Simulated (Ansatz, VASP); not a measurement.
**One calculation of Sr, two programs**

The input INCAR:

```
SYSTEM = Sr
  ALGO = Normal
  EDIFF = 1E-6
  ENCUT = 520
  GGA = PE
  ISIF = 2
  ISMEAR = -1
  LASPH = .TRUE.
  LCHARG = .FALSE.
  LREAL = .FALSE.
  LWAVE = .FALSE.
  NBANDS = 17
  NELM = 100
  PREC = Accurate
  SIGMA = 0.08
```

Contents of KPOINTS:

```
k-points
0
G
  10 10 5
  0 0 0
```

Contents of POSCAR:

```
Sr
1.0
    4.3385441004      0.0000000000      0.0000000000
   -2.1692720502      3.7572894063      0.0000000000
    0.0000000000      0.0000000000      7.0966901024
Sr
2
Direct
    0.3333333333      0.6666666667      0.2500000000
    0.6666666667      0.3333333333      0.7500000000
```

Input for Ansatz:

```yaml
crystal:
  lattice:
    - [4.3385441004, 0.0, 0.0]
    - [-2.1692720502, 3.7572894063, 0.0]
    - [0.0, 0.0, 7.0966901024]
  atoms:
    - { symbol: Sr, position: [0.3333333333, 0.6666666667, 0.25] }
    - { symbol: Sr, position: [0.6666666667, 0.3333333333, 0.75] }
kpoints:
  mp_grid: { grid: [10, 10, 5] }
scf:
  occupations: { method: fermi_dirac, width: 0.08 }
hamiltonian:
  xc: pbe
  pseudopotentials: { kind: all_electron, lapw: { basis_error: 0.001 } }
output:
  forces: true
  stress: true
  eigenvalues: true
```

Change from the starting cell: volume scaled by 1.02.

Alike in both runs: task single point; functional PBE; k mesh 10 × 10 × 5; occupations fermi-dirac, width 0.08 eV; no spin polarisation.

|  | VASP | Ansatz |
| --- | --- | --- |
| version | VASP 6.6.1 | Ansatz 0.2.0 |
| potentials or method | VASP PAW PBE potentials, release 64 (Sr_sv), cutoff 520 eV | all-electron LAPW, scalar-relativistic |

|  | VASP | Ansatz | Ansatz less VASP |
| --- | --- | --- | --- |
| pressure (GPa) | -0.5 | -0.5 | -0.01 |
| traceless stress, the component that is largest in VASP (GPa) | 0.08 | 0.08 | +0.001 |

Ansatz ran all-electron here, and VASP with PAW potentials.
